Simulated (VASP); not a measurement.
# Ni (I4/mmm) in VASP: single point with PBE

Aim: the single point of Ni with PBE.

Everything below comes from runs of VASP 6.6.1. Logs are shortened: lines on timing, memory, paths and dates and some standing lists are left out, and cuts for length are marked.

## 1. The cell of the first run

Symmetry: I4/mmm, No. 139, tetragonal system. The conventional cell has a = 2.228 Å, b = 2.228 Å, c = 4.455 Å, α = 90.00°, β = 90.00°, γ = 90.00°. Ni (site symmetry 4/mmm) has 12 Ni at 2.23 to 2.73 Å within 2.9 Å.

## 2. Single point, PBE, collinear spin, ferromagnetic start

The input, INCAR:

```
SYSTEM = Ni
ALGO = Fast
EDIFF = 1E-6
ENCUT = 520
GGA = PE
ISIF = 2
ISMEAR = 0
ISPIN = 2
LASPH = .TRUE.
LCHARG = .FALSE.
LMAXMIX = 4
LORBIT = 11
LREAL = .FALSE.
LWAVE = .FALSE.
MAGMOM = 0.81
NBANDS = 15
NELM = 150
PREC = Accurate
SIGMA = 0.15
```

The input, KPOINTS:

```
k-points
0
G
  26 26 26
  0 0 0
```

The input, POSCAR:

```
Ni
1.0
    0.0000000000      1.5751436809      2.2272531649
    1.5751436809      0.0000000000      2.2272531649
    1.5751436809      1.5751436809      0.0000000000
Ni
1
Direct
    0.0000000000      0.0000000000      0.0000000000
```

Potentials or basis: VASP PAW PBE potentials, release 64 (Ni).

Command:

```
$ cat potpaw_PBE.64/Ni/POTCAR > POTCAR
$ mpirun -np 1 vasp_std > vasp.out
```

OUTCAR:

```text
SYSTEM = Ni
   EDIFF = 1E-6
   ENCUT = 520
   GGA = PE
   ISIF = 2
   ISMEAR = 0
   ISPIN = 2
   LASPH = .TRUE.
   LORBIT = 11
   LREAL = .FALSE.
   NELM = 150
   PREC = Accurate

 ion  position               nearest neighbor table
   1  0.000  0.000  0.000-

  LATTYP: Found a body centered tetragonal cell.
 ALAT       =     2.2275895562
 C/A-ratio  =     1.9996979773

  Lattice vectors:

 A1 = (  -1.5751436809,   0.0000000000,   2.2272531649)
 A2 = (   1.5751436809,   0.0000000000,   2.2272531649)
 A3 = (   0.0000000000,   1.5751436809,  -2.2272531649)

Analysis of symmetry for initial positions (statically):
=====================================================================
 Subroutine PRICEL returns:
 Original cell was already a primitive cell.

 Routine SETGRP: Setting up the symmetry group for a
 body centered tetragonal supercell.

 Subroutine GETGRP returns: Found 16 space group operations
 (whereof 16 operations were pure point group operations)
 out of a pool of 16 trial point group operations.

The static configuration has the point symmetry D_4h.

Analysis of symmetry for dynamics (positions and initial velocities):
=====================================================================
 Subroutine PRICEL returns:
 Original cell was already a primitive cell.

 Routine SETGRP: Setting up the symmetry group for a
 body centered tetragonal supercell.

 Subroutine GETGRP returns: Found 16 space group operations
 (whereof 16 operations were pure point group operations)
 out of a pool of 16 trial point group operations.

The dynamic configuration has the point symmetry D_4h.

Analysis of structural, dynamic, and magnetic symmetry:
=====================================================================
 Subroutine PRICEL returns:
 Original cell was already a primitive cell.

 Routine SETGRP: Setting up the symmetry group for a
 body centered tetragonal supercell.

 Subroutine GETGRP returns: Found 16 space group operations
 (whereof 16 operations were pure point group operations)
 out of a pool of 16 trial point group operations.

The overall configuration has the point symmetry D_4h.

 Subroutine INISYM returns: Found 16 space group operations
 (whereof 16 operations are pure point group operations),
 and found     1 'primitive' translations

----------------------------------------------------------------------------------------

                                     Primitive cell

  volume of cell :      11.0520

  direct lattice vectors                    reciprocal lattice vectors
     0.000000000  1.575143681  2.227253165    -0.317431359  0.317431359  0.224491768
     1.575143681  0.000000000  2.227253165     0.317431359 -0.317431359  0.224491768
     1.575143681  1.575143681  0.000000000     0.317431359  0.317431359 -0.224491768

  length of vectors
     2.727954229  2.727954229  2.227589556     0.501918210  0.501918210  0.501918210

  position of ions in fractional coordinates (direct lattice)
     0.000000000  0.000000000  0.000000000

  ion indices of the primitive-cell ions
   primitive index   ion index
                 1           1

----------------------------------------------------------------------------------------

 KPOINTS: k-points

Automatic generation of k-mesh.
 Grid dimensions read from file:
 generate k-points for:   26   26   26

 Generating k-lattice:

  Cartesian coordinates                     Fractional coordinates (reciprocal lattice)
    -0.012208898  0.012208898  0.008634299     0.038461538  0.000000000  0.000000000
     0.012208898 -0.012208898  0.008634299     0.000000000  0.038461538  0.000000000
     0.012208898  0.012208898 -0.008634299     0.000000000  0.000000000  0.038461538

  Length of vectors
     0.019304547  0.019304547  0.019304547

  Shift w.r.t. Gamma in fractional coordinates (k-lattice)
     0.000000000  0.000000000  0.000000000

 Subroutine IBZKPT returns following result:
 ===========================================

 Found   1330 irreducible k-points:

 Following reciprocal coordinates:
            Coordinates               Weight
  0.000000  0.000000  0.000000      1.000000
  0.038462  0.000000  0.000000      8.000000
  0.076923  0.000000  0.000000      8.000000
  0.115385  0.000000  0.000000      8.000000
  0.153846  0.000000  0.000000      8.000000
  0.192308 -0.000000  0.000000      8.000000
[... 16 lines left out ...]
  0.346154  0.038462  0.000000      8.000000
  0.384615  0.038462  0.000000      8.000000
 [... further k-points ...]
   k-points           NKPTS =   1330   k-points in BZ     NKDIM =   1330   number of bands    NBANDS=     15
   number of dos      NEDOS =    301   number of ions     NIONS =      1
   total plane-waves  NPLWV =   7200
   dimension x,y,z NGX =    20 NGY =   20 NGZ =   18
   dimension x,y,z NGXF=    40 NGYF=   40 NGZF=   36
   ions per type =               1
   NGX,Y,Z   is equivalent  to a cutoff of  12.19, 12.19, 13.43 a.u.
   NGXF,Y,Z  is equivalent  to a cutoff of  24.38, 24.38, 26.87 a.u.
 SYSTEM =  Ni
   PREC   = accura    normal or accurate (medium, high low for compatibility)
   ISTART =      0    job   : 0-new  1-cont  2-samecut
   ICHARG =      2    charge: 1-file 2-atom 10-const
   ISPIN  =      2    spin polarized calculation?
   LNONCOLLINEAR =      F non collinear calculations
   LSORBIT =      F    spin-orbit coupling
   LASPH  =      T    aspherical Exc in radial PAW
   ENCUT  =  520.0 eV  38.22 Ry    6.18 a.u.   5.07  5.07  4.14*2*pi/ulx,y,z
   NELM   =    150;   NELMIN=  2; NELMDL= -5     # of ELM steps
   EDIFF  = 0.1E-05   stopping-criterion for ELM
   LREAL  =      F    real-space projection
   EDIFFG = 0.1E-04   stopping-criterion for IOM
   NSW    =      0    number of steps for IOM
   IBRION =     -1    ionic relax: 0-MD 1-quasi-New 2-CG
   NFREE  =      0    steps in history (QN), initial steepest desc. (CG)
   ISIF   =      2    stress and relaxation
   ISYM   =      2    0-nonsym 1-usesym 2-fastsym
   POTIM  = 0.5000    time-step for ionic-motion
   TEBEG  =    0.0;   TEEND  =   0.0 temperature during run
   PSTRESS=    0.0 pullay stress
   NELECT =      10.0000    total number of electrons
   NUPDOWN=      -1.0000    fix difference up-down
   EMIN   =  10.00;   EMAX   =-10.00  energy-range for DOS
   EFERMI =   0.00;   METHOD = LEGACY
   ISMEAR =     0;   SIGMA  =   0.15  broadening in eV -4-tet -1-fermi 0-gaus
   EFERMI_NEDOS =   21; number of points for ismear=-14 and -15
   IALGO  =     68    algorithm
   IMIX   =      4    mixing-type and parameters
     AMIX     =   0.40;   BMIX     =  1.00
     AMIX_MAG =   1.60;   BMIX_MAG =  1.00
  volume/ion in A,a.u.               =      11.05        74.58
  Fermi-wavevector in a.u.,A,eV,Ry     =   1.583415  2.992221 34.112584  2.507204
  Thomas-Fermi vector in A             =   2.683189
   LORBIT       =     11    0 simple, 1 ext, 2 COOP (PROOUT), +10 PAW based schemes
   GGA     = PE    functional components
   LHFCALC =     F    Hartree Fock is set to
   AEXX    =    0.0000 exact exchange contribution
   IVDW    =     0    specifies the selected vdW correction
   LEPSILON=     F    determine dielectric tensor
   LRPA    =     F    only Hartree local field effects (RPA)
 spin polarized calculation
 RMM-DIIS sequential band-by-band and
 Gauss-broadening in eV      SIGMA  =   0.15
  energy-cutoff  :      520.00
  volume of cell :       11.05
 maximum number of plane-waves:       312
   NGX = 11   NGY = 11   NGZ =  9

 number of electron      10.0000000 magnetization       0.8100000

 number of electron       9.9999991 magnetization       0.4965543

 Free energy of the ion-electron system (eV)
  ---------------------------------------------------
  ext. energy  EPLUGINS =         0.00000000
  ---------------------------------------------------
  free energy    TOTEN  =        -5.05313816 eV

  energy without entropy =       -5.03051645  energy(sigma->0) =       -5.04182730

 E-fermi :   9.1455     XC(G=0): -13.1210

 val. band max:        9.1453458977   @ k =   0.4615   0.3846   0.0769
 cond. band min:       9.1455852724   @ k =  -0.2692   0.2308   0.0385
 fundamental gap:      0.0002393747
 Fermi energy:         9.1454601434

 spin component 1

 k-point     1 :       0.0000    0.0000    0.0000
  band No.  band energies     occupation
      1       0.2930      1.00000
      2       5.4747      1.00000
      3       6.5946      1.00000
      4       7.9266      1.00000
      5       7.9266      1.00000
      6       8.8171      0.99902
      7      29.8326      0.00000
      8      34.9318      0.00000
      9      34.9728      0.00000
     10      38.3833      0.00000
     11      38.3833      0.00000
     12      39.0613      0.00000
     13      40.6197      0.00000
     14      40.6197      0.00000
[... 401 lines left out ...]
      2       5.9970      1.00000
      3       7.3506      1.00000
      4       7.8450      1.00000
      5       8.4070      1.00000
      6       8.5225      1.00000
      7      19.1943      0.00000
      8      24.4118      0.00000
      9      31.9963      0.00000
     10      37.7126      0.00000
     11      38.0153      0.00000
     12      45.5971      0.00000
     13      45.8745      0.00000
     14      48.3294      0.00000
     15      51.7692      0.00000

 [... further k-points ...]

 spin component 2

 k-point     1 :       0.0000    0.0000    0.0000
  band No.  band energies     occupation
      1       0.2880      1.00000
      2       5.9001      1.00000
      3       6.9975      1.00000
      4       8.5264      1.00000
      5       8.5264      1.00000
      6       9.4689      0.00115
      7      29.8289      0.00000
      8      34.8831      0.00000
      9      34.9646      0.00000
     10      38.4837      0.00000
     11      38.4837      0.00000
     12      39.1429      0.00000
     13      40.6630      0.00000
     14      40.6630      0.00000
[... 401 lines left out ...]
      2       6.4208      1.00000
      3       7.5919      1.00000
      4       8.4548      1.00000
      5       8.9161      0.98471
      6       9.1527      0.47276
      7      19.3560      0.00000
      8      24.4659      0.00000
      9      32.0781      0.00000
     10      37.6921      0.00000
     11      38.0970      0.00000
     12      45.5434      0.00000
     13      45.9064      0.00000
     14      48.3978      0.00000
     15      51.9123      0.00000

 [... further k-points ...]

------------------------ aborting loop because EDIFF is reached ----------------------------------------

  FORCE on cell =-STRESS in cart. coord.  units (eV):
  Direction    XX          YY          ZZ          XY          YZ          ZX
  --------------------------------------------------------------------------------------
  -------------------------------------------------------------------------------------
  Total        2.0567665      2.0567665     -1.9997942      0.0000000      0.0000000      0.0000000
  in kB      298.1643025    298.1643025   -289.9051607      0.0000000      0.0000000      0.0000000
  external PRESSURE =     102.1411481 kB  Pullay stress =       0.0000000 kB

 VOLUME and BASIS-vectors are now :
 -----------------------------------------------------------------------------
  energy-cutoff  :      520.00
  volume of cell :       11.05
      direct lattice vectors                 reciprocal lattice vectors
     0.000000000  1.575143681  2.227253165    -0.317431359  0.317431359  0.224491768
     1.575143681  0.000000000  2.227253165     0.317431359 -0.317431359  0.224491768
     1.575143681  1.575143681  0.000000000     0.317431359  0.317431359 -0.224491768

 POSITION                                       TOTAL-FORCE (eV/Angst)
 -----------------------------------------------------------------------------------
      0.00000      0.00000      0.00000         0.000000      0.000000      0.000000
 -----------------------------------------------------------------------------------
    total drift:                               -0.000000     -0.000000     -0.000000

  FREE ENERGIE OF THE ION-ELECTRON SYSTEM (eV)
  ---------------------------------------------------
  free  energy   TOTEN  =        -5.0531381572 eV

  energy  without entropy=       -5.0305164455  energy(sigma->0) =       -5.04182730

 total charge

# of ion       s       p       d       tot
------------------------------------------
    1        0.507   0.484   8.370   9.361

 magnetization (x)

# of ion       s       p       d       tot
------------------------------------------
    1       -0.000  -0.013   0.517   0.503
```

Wall time 10 min (1 thread of Oxide Virtual Turin-like, shared host); peak memory 0.37 GiB.

Results:

- Free energy: -5.0531 eV
- Pressure: 10.2 GPa
- Net moment: 0.50 μB per cell
- Site moments: Ni +0.50 μB
- Valence electrons inside the program's atomic spheres: Ni 9.36

Levels at points of the mesh, in eV from the Fermi level:
Spin up:
| k point | band 1 | band 2 | band 3 | band 4 | band 5 | band 6 | band 7 | band 8 | band 9 | band 10 |
| --- | --- | --- | --- | --- | --- | --- | --- | --- | --- | --- |
| (0.00, 0.00, 0.00) | -8.85 | -3.67 | -2.55 | -1.22 | -1.22 | -0.33 | 20.69 | 25.79 | 25.83 | 29.24 |
| (0.50, 0.00, 0.00) | -4.51 | -3.18 | -1.52 | -0.54 | -0.34 | 0.15 | 6.31 | 15.26 | 21.46 | 28.67 |
| (0.50, 0.50, 0.00) | -5.00 | -4.17 | -1.40 | -0.37 | -0.37 | -0.22 | 3.91 | 21.06 | 21.06 | 25.20 |
| (0.50, 0.00, 0.50) | -4.73 | -3.58 | -1.30 | -0.62 | 0.62 | 5.60 | 12.36 | 13.07 | 13.66 | 18.38 |
Spin down:
```
           k point  band 2  band 3  band 4  band 5  band 6  band 7  band 8  band 9
(0.00, 0.00, 0.00)   -3.25   -2.15   -0.62   -0.62    0.32   20.68   25.74   25.82
(0.50, 0.00, 0.00)   -2.76   -0.92    0.09    0.12    0.17    6.59   15.28   21.57
(0.50, 0.50, 0.00)   -3.77   -1.43    0.27    0.27    0.43    4.21   21.11   21.11
(0.50, 0.00, 0.50)   -3.11   -0.70   -0.15    1.16    5.61   12.55   13.14   13.63
```

Caveat: the stress differs along the axes, from -29 to 30 GPa.
